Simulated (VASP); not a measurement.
Here is a VASP 6.6.1 calculation.

INCAR

```
PREC = Accurate
ENCUT = 520
EDIFF = 1E-7
ISMEAR = -1
SIGMA = 0.05
LREAL = Auto
LASPH = T
NELM = 80
ALGO = Normal
ISIF = 2
LWAVE = F
LCHARG = F
GGA = PS
NBANDS = 60
```

Contents of KPOINTS:

```
regular mesh
0
Gamma
  1 1 1
```

Contents of POSCAR:

```
HC5
1.0
    1.7769010000      1.7769010000      0.0000000000
   -1.7769010000      1.7769010000      0.0000000000
    0.0000000000      0.0000000000     32.3805640000
C H
20 4
Direct
    0.0014680000      0.0037800000      0.2434240000
    0.0400170000      0.9857730000      0.3512170000
    0.9904220000      0.9576080000      0.4543530000
    0.9594660000      0.9407010000      0.5641020000
    0.0206340000      0.0119970000      0.6814460000
    0.5116290000      0.0078400000      0.2689950000
    0.4861990000      0.9993360000      0.3728770000
    0.5056770000      0.0246820000      0.4874300000
    0.4798110000      0.0423720000      0.5932320000
    0.5191420000      0.9940820000      0.7079410000
    0.9707970000      0.4642090000      0.3225660000
    0.9980280000      0.4912380000      0.4307280000
    0.9987150000      0.5322440000      0.5429560000
    0.0386630000      0.4667960000      0.6482830000
    0.0264330000      0.5522390000      0.7626830000
    0.4524600000      0.5305280000      0.2912360000
    0.5237640000      0.4603350000      0.4025370000
    0.5308320000      0.4090380000      0.5146220000
    0.5034020000      0.5248060000      0.6246720000
    0.4888160000      0.4827780000      0.7333080000
    0.0224860000      0.6586050000      0.2215930000
    0.0318950000      0.3775220000      0.2175960000
    0.0162080000      0.1096710000      0.7796100000
    0.0103230000      0.8511140000      0.7870050000
```

Potentials or basis: VASP PAW PBE potentials, release 64 (C, H).

Run with:

```bash
$ cat potpaw_PBE.64/C/POTCAR potpaw_PBE.64/H/POTCAR > POTCAR
$ mpirun -np 1 vasp_gam > vasp.out
```

(1) Estimate the band gap on the k mesh.

(2) Predict the largest force.

## Answers

(1) 0.22 eV.

(2) 14.027 eV/Å.

Caveat: the k points lie up to 2.50 Å⁻¹ apart; the PAW data sets were made with another functional, which shifts forces and pressure a little.
